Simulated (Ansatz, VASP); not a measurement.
One calculation of Si3C2, two programs

The input INCAR:

```
SYSTEM = Si3C2
PREC = Accurate
ENCUT = 600
EDIFF = 1E-6
ISMEAR = 0
SIGMA = 0.1
LREAL = .FALSE.
LASPH = .TRUE.
NELM = 80
ALGO = Normal
ISIF = 3
LWAVE = .FALSE.
LCHARG = .FALSE.
GGA = PE
IBRION = 2
NSW = 100
EDIFFG = -0.01
```

Contents of KPOINTS:

```
Automatic mesh
0
G
  18 18 4
  0 0 0
```

File POSCAR:

```
Si3C2
1.0
    2.7579483394      0.0000000000      0.0000000000
   -1.3789741697      2.3884533242      0.0000000000
    0.0000000000      0.0000000000     10.2266881050
Si C
3 2
Direct
    0.0000000000      0.0000000000      0.7620955146
    0.0000000000      0.0000000000      0.2379044854
    0.0000000000      0.0000000000      0.5000000000
    0.0000000000      0.0000000000      0.9395726923
    0.0000000000      0.0000000000      0.0604273077
```

Input for Ansatz:

```yaml
crystal:
  lattice:
    - [2.7579483394, 0.0, 0.0]
    - [-1.3789741697, 2.3884533242, 0.0]
    - [0.0, 0.0, 10.226688105]
  atoms:
    - { symbol: Si, position: [0.0, 0.0, 0.7620955146] }
    - { symbol: Si, position: [0.0, 0.0, 0.2379044854] }
    - { symbol: Si, position: [0.0, 0.0, 0.5] }
    - { symbol: C, position: [0.0, 0.0, 0.9395726923] }
    - { symbol: C, position: [0.0, 0.0, 0.0604273077] }
basis:
  ecutwfc: 420
kpoints:
  mp_grid: { grid: [18, 18, 4] }
hamiltonian:
  xc: pbe
scf:
  occupations: { method: gaussian, width: 0.1 }
output:
  forces: true
  stress: true
  eigenvalues: true
  write_density: true
  write_potential: true
  elf: true
  volumetric_format: npy
relax:
  adjacent_minimum: "off"
  f_tol: 0.01
  max_steps: 80
  cell: { stress_tol: 0.05 }
```

Alike in both runs: task relaxation of cell and atoms; functional PBE; k mesh 18 × 18 × 4; occupations gaussian, width 0.1 eV; no spin polarisation.

```csv
,VASP,Ansatz
version,VASP 6.6.1,Ansatz 0.2.0
potentials or method,"VASP PAW PBE potentials, release 64 (Si, C), cutoff 600 eV","scalar-relativistic, plane waves, PAW"
valence electrons in the cell,20,20
```

VASP gave:

| Quantity | Value |
| --- | --- |
| gap on the k mesh at the Fermi level, each at its own relaxed structure (eV) | none |
| relaxed volume (Å³/atom) | 13.27 |
| relaxed cell length with the largest relative difference (Å) | 9.989 |

Q: Which values does Ansatz return?

A: gap on the k mesh at the Fermi level, each at its own relaxed structure (eV): none; relaxed volume (Å³/atom): 13.29; relaxed cell length with the largest relative difference (Å): 9.995.

A gap of «none» marks a metal or a gap that the smearing closes.
